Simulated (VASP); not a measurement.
Set up this calculation in VASP 6.6.1, as the native input.

```
Task                   : single point
Functional             : PBE
Potentials or basis    : VASP PAW PBE potentials, release 64 (Zn, Te, O)
Cutoff                 : 520 eV
k mesh                 : 6 × 6 × 10
Occupations            : gaussian, width 0.1 eV
Spin                   : no spin polarisation
Dipole correction      : no
Further INCAR settings : ALGO = Normal; EDIFF = 1e-06; NBANDS = 26
```

The structure of ZnTe3O lies in POSCAR:

```
ZnTe3O
1.0
    6.4624774999      0.0000000000      0.0000000000
   -3.2312387500      5.5966696863      0.0000000000
    0.0000000000      0.0000000000      3.4830972532
Zn Te O
1 3 1
Direct
    0.0000000000      0.0000000000      0.0000000000
    0.5000000000      0.5000000000      0.5000000000
    0.0000000000      0.5000000000      0.5000000000
    0.5000000000      0.0000000000      0.5000000000
    0.0000000000      0.0000000000      0.5000000000
```

The cell was generated, and may not be a known phase.

These files were run (other wordings do the same):

INCAR

```
PREC = Accurate ; ENCUT = 520
EDIFF = 1E-6 ; ISMEAR = 0
SIGMA = 0.1 ; LREAL = F
LASPH = T ; NELM = 80
ALGO = Normal ; ISIF = 2
LWAVE = F ; LCHARG = F
GGA = PE ; NBANDS = 26
```

KPOINTS

```
regular mesh
0
Gamma
  6 6 10
```

Potentials or basis: VASP PAW PBE potentials, release 64 (Zn, Te, O).

Command:

```bash
$ cat potpaw_PBE.64/Zn/POTCAR potpaw_PBE.64/Te/POTCAR potpaw_PBE.64/O/POTCAR > POTCAR
$ mpirun -np 1 vasp_std > vasp.out
```

Results of the run:

```json
{
 "Pressure": "0.3 GPa",
 "Band gap on the k mesh": "zero (bands 18 and 19 overlap by 2.52 eV)"
}
```

Caveat: spin-orbit coupling is left out, which moves the levels of the heavy elements.

Run time: 110 s on 1 thread of Intel(R) Xeon(R) Platinum 8259CL CPU @ 2.50GHz (Skylake/Cascade Lake), with other jobs on the host, peak memory 0.33 GiB.
